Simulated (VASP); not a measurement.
# CrB3: single point with PBE

CrB3:

```
Cr B
1.0
    -1.44745    1.44745    3.39047
     1.44745   -1.44745    3.39047
     1.44745    1.44745   -3.39047
Cr B
1 3
Direct
  0.00000 0.00000 0.00000
  0.50000 0.50000 0.00000
  0.25000 0.75000 0.50000
  0.75000 0.25000 0.50000
```

```json
{
  "Program": "VASP 6.6.1",
  "Task": "single point",
  "Functional": "PBE",
  "Potentials or basis": "VASP PAW PBE potentials, release 64 (Cr_pv, B)",
  "Cutoff": "520 eV",
  "k mesh": "22 × 22 × 22",
  "Occupations": "gaussian, width 0.1 eV",
  "Spin": "no spin polarisation"
}
```

```yaml
Pressure: -0.1 GPa
Band_gap_on_the_k_mesh: zero (an odd number of electrons rules out a gap without spin polarisation)
```

Stress tensor (GPa, compression positive):
```
 0.00  0.00  0.00
 0.00  0.00  0.00
 0.00  0.00 -0.18
```

Levels at points of the mesh, in eV from the Fermi level:
```csv
k point,band 7,band 8,band 9,band 10,band 11,band 12,band 13,band 14
"(0.00, 0.00, 0.00)",-4.67,-4.46,-4.46,-0.78,0.71,0.71,2.81,2.81
"(0.50, 0.00, 0.00)",-5.49,-4.69,-3.20,-1.66,0.41,1.51,2.07,3.82
"(0.50, 0.50, 0.00)",-7.57,-5.86,-5.16,-4.40,0.46,0.98,2.80,2.82
"(0.50, 0.50, 0.50)",-3.72,-3.72,-2.37,-1.01,-1.01,-0.72,4.24,4.24
```

Run time: 8.9 min on 1 thread of Intel(R) Xeon(R) Platinum 8488C (Sapphire Rapids), on a shared host, peak memory 0.5 GiB.

Caveat: the run has no spin polarisation, though such a crystal can be magnetic. Spin polarisation is off, so any magnetic state and its effect on volume and gap are missing.
